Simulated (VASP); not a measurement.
# Hf4N (P2/m) in VASP: further runs

The runs below take Hf4N through single point, relaxation of cell and atoms, with PBE.

Program: VASP 6.6.1. These are calculated values, not measurements. Logs are shortened: lines on timing, memory, paths and dates and some standing lists are left out, and cuts for length are marked.

### Step 1. The cell of the first run

The structure is monoclinic, space group P2/m (No. 10). Conventional cell: a = 5.139 Å, b = 3.213 Å, c = 5.656 Å, α = 90.00°, β = 90.18°, γ = 90.00°. Hf (site symmetry m) has 2 N at 2.23 Å and 12 Hf at 3.10 to 3.32 Å within 3.4 Å. Within 3.0 Å of Hf (site symmetry m) lie 1 N at 2.28 Å. N (site symmetry 2/m) has 6 Hf at 2.23 to 2.28 Å within 3.0 Å.

### Step 2. Single point, PBE (with an interstitial atom)

Input file INCAR:

```
SYSTEM = Hf4N
ALGO = Normal ; EDIFF = 1E-7
ENCUT = 520 ; GGA = PE
ISIF = 2 ; ISMEAR = 0
LASPH = .TRUE. ; LCHARG = .FALSE.
LREAL = .FALSE. ; LWAVE = .FALSE.
NBANDS = 30 ; NELM = 80
PREC = Accurate ; SIGMA = 0.2
```

Input file KPOINTS:

```
k-points
0
G
  3 5 3
  0 0 0
```

Input file POSCAR:

```
Hf4N
1.0
    5.1385235295      0.0000000000      0.0080240778
    0.0000000000      3.2128536193      0.0000000000
    0.0088183805      0.0000000000      5.6564789331
Hf N
4 1
Direct
    0.2466277665      0.5000000000      0.8415117813
    0.7533722335      0.5000000000      0.1584882187
    0.7432710665      0.0000000000      0.6718997810
    0.2567289335      0.0000000000      0.3281002190
    0.0000000000      0.0000000000      0.0000000000
```

Potentials or basis: VASP PAW PBE potentials, release 64 (Hf_pv, N).

Run with:

```
$ cat potpaw_PBE.64/Hf_pv/POTCAR potpaw_PBE.64/N/POTCAR > POTCAR
$ mpirun -np 1 vasp_std > vasp.out
```

OUTCAR:

```text
SYSTEM = Hf4N
   EDIFF = 1E-7
   ENCUT = 520
   GGA = PE
   ISIF = 2
   ISMEAR = 0
   LASPH = .TRUE.
   LREAL = .FALSE.
   NELM = 80
   PREC = Accurate

 ion  position               nearest neighbor table
   1  0.247  0.500  0.842-   5 2.23   5 2.23   2 3.10   3 3.16   3 3.16   2 3.17   4 3.19   4 3.19
                             3 3.19   3 3.19   4 3.32   4 3.32
   2  0.753  0.500  0.158-   5 2.23   5 2.23   1 3.10   4 3.16   4 3.16   1 3.17   3 3.19   3 3.19
                             4 3.19   4 3.19   3 3.32   3 3.32
   3  0.743  0.000  0.672-   5 2.28   1 3.16   1 3.16   4 3.17   2 3.19   2 3.19   1 3.19   1 3.19
                             4 3.27   2 3.32   2 3.32
   4  0.257  0.000  0.328-   5 2.28   2 3.16   2 3.16   3 3.17   1 3.19   1 3.19   2 3.19   2 3.19
                             3 3.27   1 3.32   1 3.32
   5  0.000  0.000  0.000-   1 2.23   2 2.23   1 2.23   2 2.23   3 2.28   4 2.28

  LATTYP: Found a simple monoclinic cell.
 ALAT       =     5.1385297945
 B/A-ratio  =     0.6252476385
 C/A-ratio  =     1.1007984838
 COS(beta)  =    -0.0031205332

  Lattice vectors:

 A1 = (   5.1385235295,   0.0000000000,   0.0080240778)
 A2 = (   0.0000000000,  -3.2128536193,   0.0000000000)
 A3 = (  -0.0088183805,   0.0000000000,  -5.6564789331)

Analysis of symmetry for initial positions (statically):
=====================================================================
 Subroutine PRICEL returns:
 Original cell was already a primitive cell.

 Routine SETGRP: Setting up the symmetry group for a
 simple monoclinic supercell.

 Subroutine GETGRP returns: Found  4 space group operations
 (whereof  4 operations were pure point group operations)
 out of a pool of  4 trial point group operations.

The static configuration has the point symmetry C_2h.

Analysis of symmetry for dynamics (positions and initial velocities):
=====================================================================
 Subroutine PRICEL returns:
 Original cell was already a primitive cell.

 Routine SETGRP: Setting up the symmetry group for a
 simple monoclinic supercell.

 Subroutine GETGRP returns: Found  4 space group operations
 (whereof  4 operations were pure point group operations)
 out of a pool of  4 trial point group operations.

The dynamic configuration has the point symmetry C_2h.

 Subroutine INISYM returns: Found  4 space group operations
 (whereof  4 operations are pure point group operations),
 and found     1 'primitive' translations

----------------------------------------------------------------------------------------

                                     Primitive cell

  volume of cell :      93.3844

  direct lattice vectors                    reciprocal lattice vectors
     5.138523529  0.000000000  0.008024078     0.194608904  0.000000000 -0.000303393
     0.000000000  3.212853619  0.000000000     0.000000000  0.311249786  0.000000000
     0.008818381  0.000000000  5.656478933    -0.000276065  0.000000000  0.176788855

  length of vectors
     5.138529795  3.212853619  5.656485807     0.194609141  0.311249786  0.176789071

  position of ions in fractional coordinates (direct lattice)
     0.246627766  0.500000000  0.841511781
     0.753372234  0.500000000  0.158488219
     0.743271067  0.000000000  0.671899781
     0.256728933  0.000000000  0.328100219
     0.000000000  0.000000000  0.000000000

  ion indices of the primitive-cell ions
   primitive index   ion index
                 1           1
                 2           2
                 3           3
                 4           4
                 5           5

----------------------------------------------------------------------------------------

 KPOINTS: k-points

Automatic generation of k-mesh.
 Grid dimensions read from file:
 generate k-points for:    3    5    3

 Generating k-lattice:

  Cartesian coordinates                     Fractional coordinates (reciprocal lattice)
     0.064869635  0.000000000 -0.000101131     0.333333333  0.000000000 -0.000000000
     0.000000000  0.062249957  0.000000000     0.000000000  0.200000000  0.000000000
    -0.000092022  0.000000000  0.058929618    -0.000000000  0.000000000  0.333333333

  Length of vectors
     0.064869714  0.062249957  0.058929690

  Shift w.r.t. Gamma in fractional coordinates (k-lattice)
     0.000000000  0.000000000  0.000000000

 Subroutine IBZKPT returns following result:
 ===========================================

 Found     15 irreducible k-points:

 Following reciprocal coordinates:
            Coordinates               Weight
  0.000000  0.000000  0.000000      1.000000
  0.333333  0.000000  0.000000      2.000000
  0.000000  0.200000  0.000000      2.000000
  0.333333  0.200000  0.000000      4.000000
  0.000000  0.400000  0.000000      2.000000
  0.333333  0.400000  0.000000      4.000000
 -0.000000  0.000000  0.333333      2.000000
  0.333333  0.000000  0.333333      2.000000
 -0.333333  0.000000  0.333333      2.000000
 -0.000000  0.200000  0.333333      4.000000
  0.333333  0.200000  0.333333      4.000000
 -0.333333  0.200000  0.333333      4.000000
 -0.000000  0.400000  0.333333      4.000000
  0.333333  0.400000  0.333333      4.000000
 -0.333333  0.400000  0.333333      4.000000
   k-points           NKPTS =     15   k-points in BZ     NKDIM =     15   number of bands    NBANDS=     30
   number of dos      NEDOS =    301   number of ions     NIONS =      5
   total plane-waves  NPLWV =  40320
   dimension x,y,z NGX =    40 NGY =   24 NGZ =   42
   dimension x,y,z NGXF=    80 NGYF=   48 NGZF=   84
   ions per type =               4   1
   NGX,Y,Z   is equivalent  to a cutoff of  12.94, 12.42, 12.34 a.u.
   NGXF,Y,Z  is equivalent  to a cutoff of  25.88, 24.84, 24.69 a.u.
 SYSTEM =  Hf4N
   PREC   = accura    normal or accurate (medium, high low for compatibility)
   ISTART =      0    job   : 0-new  1-cont  2-samecut
   ICHARG =      2    charge: 1-file 2-atom 10-const
   ISPIN  =      1    spin polarized calculation?
   LNONCOLLINEAR =      F non collinear calculations
   LSORBIT =      F    spin-orbit coupling
   LASPH  =      T    aspherical Exc in radial PAW
   ENCUT  =  520.0 eV  38.22 Ry    6.18 a.u.   9.55  5.97 10.52*2*pi/ulx,y,z
   NELM   =     80;   NELMIN=  2; NELMDL= -5     # of ELM steps
   EDIFF  = 0.1E-06   stopping-criterion for ELM
   LREAL  =      F    real-space projection
   EDIFFG = 0.1E-05   stopping-criterion for IOM
   NSW    =      0    number of steps for IOM
   IBRION =     -1    ionic relax: 0-MD 1-quasi-New 2-CG
   NFREE  =      0    steps in history (QN), initial steepest desc. (CG)
   ISIF   =      2    stress and relaxation
   ISYM   =      2    0-nonsym 1-usesym 2-fastsym
   POTIM  = 0.5000    time-step for ionic-motion
   TEBEG  =    0.0;   TEEND  =   0.0 temperature during run
   PSTRESS=    0.0 pullay stress
   NELECT =      45.0000    total number of electrons
   NUPDOWN=      -1.0000    fix difference up-down
   EMIN   =  10.00;   EMAX   =-10.00  energy-range for DOS
   EFERMI =   0.00;   METHOD = LEGACY
   ISMEAR =     0;   SIGMA  =   0.20  broadening in eV -4-tet -1-fermi 0-gaus
   EFERMI_NEDOS =   21; number of points for ismear=-14 and -15
   IALGO  =     38    algorithm
   IMIX   =      4    mixing-type and parameters
     AMIX     =   0.40;   BMIX     =  1.00
     AMIX_MAG =   1.60;   BMIX_MAG =  1.00
  volume/ion in A,a.u.               =      18.68       126.04
  Fermi-wavevector in a.u.,A,eV,Ry     =   1.283475  2.425417 22.412999  1.647309
  Thomas-Fermi vector in A             =   2.415726
   LORBIT       =      0    0 simple, 1 ext, 2 COOP (PROOUT), +10 PAW based schemes
   GGA     = PE    functional components
   LHFCALC =     F    Hartree Fock is set to
   AEXX    =    0.0000 exact exchange contribution
   IVDW    =     0    specifies the selected vdW correction
   LEPSILON=     F    determine dielectric tensor
   LRPA    =     F    only Hartree local field effects (RPA)
 non-spin polarized calculation
 Gauss-broadening in eV      SIGMA  =   0.20
  energy-cutoff  :      520.00
  volume of cell :       93.38
 maximum number of plane-waves:      2535
 NGX is ok and might be reduce to    40
   NGX = 19   NGY = 11   NGZ = 21

 number of electron      44.9999996 magnetization

 Free energy of the ion-electron system (eV)
  ---------------------------------------------------
  ext. energy  EPLUGINS =         0.00000000
  ---------------------------------------------------
  free energy    TOTEN  =       -51.87770344 eV

  energy without entropy =      -51.82976899  energy(sigma->0) =      -51.85373622

 E-fermi :   5.0606     XC(G=0): -11.4878

 val. band max:        4.9962761103   @ k =   0.0000   0.0000   0.0000
 cond. band min:       5.0856841324   @ k =  -0.0000   0.2000   0.3333
 fundamental gap:      0.0894080221
 Fermi energy:         5.0606202848

 k-point     1 :       0.0000    0.0000    0.0000
  band No.  band energies     occupation
      1     -25.9104      2.00000
      2     -25.6764      2.00000
      3     -25.5603      2.00000
      4     -25.5148      2.00000
      5     -25.3317      2.00000
      6     -25.2741      2.00000
[... 22 lines left out ...]
     29       7.6999      0.00000
     30       8.3066      0.00000

 k-point     2 :       0.3333    0.0000    0.0000
  band No.  band energies     occupation
      1     -25.8284      2.00000
      2     -25.7053      2.00000
      3     -25.6408      2.00000
      4     -25.3521      2.00000
      5     -25.2838      2.00000
      6     -25.2564      2.00000
[... 22 lines left out ...]
     29       8.3267      0.00000
     30       8.7341      0.00000

 k-point     3 :       0.0000    0.2000    0.0000
  band No.  band energies     occupation
      1     -25.8377      2.00000
      2     -25.6314      2.00000
      3     -25.5099      2.00000
      4     -25.4607      2.00000
      5     -25.4353      2.00000
      6     -25.3159      2.00000
[... 385 lines left out ...]
     29       8.8724      0.00000
     30       9.2283      0.00000

 k-point    15 :      -0.3333    0.4000    0.3333
  band No.  band energies     occupation
      1     -25.8179      2.00000
      2     -25.7399      2.00000
      3     -25.6645      2.00000
      4     -25.6373      2.00000
      5     -25.4108      2.00000
      6     -25.3587      2.00000
[... 22 lines left out ...]
     29       9.0188      0.00000
     30       9.4878      0.00000

------------------------ aborting loop because EDIFF is reached ----------------------------------------

  FORCE on cell =-STRESS in cart. coord.  units (eV):
  Direction    XX          YY          ZZ          XY          YZ          ZX
  --------------------------------------------------------------------------------------
  -------------------------------------------------------------------------------------
  Total       -0.4263707     -0.2476434     -0.6856238      0.0000000      0.0000000     -0.0393705
  in kB       -7.3151553     -4.2487679    -11.7631082      0.0000000      0.0000000     -0.6754711
  external PRESSURE =      -7.7756772 kB  Pullay stress =       0.0000000 kB

 VOLUME and BASIS-vectors are now :
 -----------------------------------------------------------------------------
  energy-cutoff  :      520.00
  volume of cell :       93.38
      direct lattice vectors                 reciprocal lattice vectors
     5.138523529  0.000000000  0.008024078     0.194608904  0.000000000 -0.000303393
     0.000000000  3.212853619  0.000000000     0.000000000  0.311249786  0.000000000
     0.008818381  0.000000000  5.656478933    -0.000276065  0.000000000  0.176788855

 POSITION                                       TOTAL-FORCE (eV/Angst)
 -----------------------------------------------------------------------------------
      1.27472      1.60643      4.76197        -0.050158      0.000000      0.060108
      3.87262      1.60643      0.90253         0.050158     -0.000000     -0.060108
      3.82524      0.00000      3.80655         0.036324     -0.000000      0.045493
      1.32210      0.00000      1.85795        -0.036324     -0.000000     -0.045493
      0.00000      0.00000      0.00000         0.000000     -0.000000      0.000000
 -----------------------------------------------------------------------------------
    total drift:                                0.000000      0.000000      0.000000

  FREE ENERGIE OF THE ION-ELECTRON SYSTEM (eV)
  ---------------------------------------------------
  free  energy   TOTEN  =       -51.8777034364 eV

  energy  without entropy=      -51.8297689944  energy(sigma->0) =      -51.85373622
```

Wall time 23 s (1 thread of Intel Xeon 6975P-C (Granite Rapids), shared host); peak memory 0.19 GiB.

Results:

| Item | Value |
| --- | --- |
| Free energy | -51.8777 eV |
| Pressure | -0.8 GPa |
| Largest force | 0.078 eV/Å |
| Band gap on the k mesh | zero (an odd number of electrons rules out a gap without spin polarisation) |

Forces in eV/Å, atoms in the order of the input:
```
Hf  -0.050  0.000  0.060
Hf   0.050  0.000 -0.060
Hf   0.036  0.000  0.045
Hf  -0.036  0.000 -0.045
N    0.000  0.000  0.000
```

Levels at points of the mesh, in eV from the Fermi level:
| k point | band 19 | band 20 | band 21 | band 22 | band 23 | band 24 | band 25 | band 26 |
| --- | --- | --- | --- | --- | --- | --- | --- | --- |
| (0.00, 0.00, 0.00) | -2.04 | -1.11 | -0.48 | -0.06 | 1.19 | 1.39 | 1.41 | 1.87 |

Caveat: the k points lie up to 0.41 Å⁻¹ apart, too coarse for converged energies and pressures of a metal; the cell differs from its parent crystal (with an interstitial atom); spin-orbit coupling is left out, which moves the levels of the heavy elements.

(Part 1 of 2 ends here.)
